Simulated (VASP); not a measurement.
Here is a VASP 6.6.1 calculation.

Contents of INCAR:

```
SYSTEM = ZrBTe
PREC = Accurate ; ENCUT = 520
EDIFF = 1E-7 ; ISMEAR = 1
SIGMA = 0.0102 ; LREAL = .FALSE.
LASPH = .TRUE. ; NELM = 150
ALGO = Normal ; ISIF = 2
LWAVE = .FALSE. ; LCHARG = .FALSE.
ISPIN = 2 ; MAGMOM = 0.03 0.03 0.06 0.06 0.01 0.01
LORBIT = 11 ; LMAXMIX = 4
GGA = RP ; NBANDS = 34
```

Contents of KPOINTS:

```
Automatic mesh
0
G
  5 5 2
  0 0 0
```

The input POSCAR:

```
ZrBTe
1.0
    3.5303730000      0.0000000000      0.0000000000
    0.0000000000      3.5303730000      0.0000000000
    0.0000000000      0.0000000000      9.1464400000
B Zr Te
2 2 2
Direct
    0.0000000000      0.0000000000      0.0000000000
    0.5000000000      0.5000000000      0.0000000000
    0.0000000000      0.5000000000      0.2300000000
    0.5000000000      0.0000000000      0.7700000000
    0.0000000000      0.5000000000      0.6400000000
    0.5000000000      0.0000000000      0.3600000000
```

Potentials or basis: VASP PAW PBE potentials, release 64 (B, Zr_sv, Te).

Run with:

```sh
$ cat potpaw_PBE.64/B/POTCAR potpaw_PBE.64/Zr_sv/POTCAR potpaw_PBE.64/Te/POTCAR > POTCAR
$ mpirun -np 1 vasp_std > vasp.out
```

Problem. Estimate the pressure.

Solution. 4.7 GPa.

Problem. Predict the net moment.

Solution. 0.32 μB per cell.

Stress tensor (GPa, compression positive):
```
 9.41  0.00  0.00
 0.00  9.41  0.00
 0.00  0.00 -4.86
```

Caveat: the PAW data sets were made with another functional, which shifts forces and pressure a little.
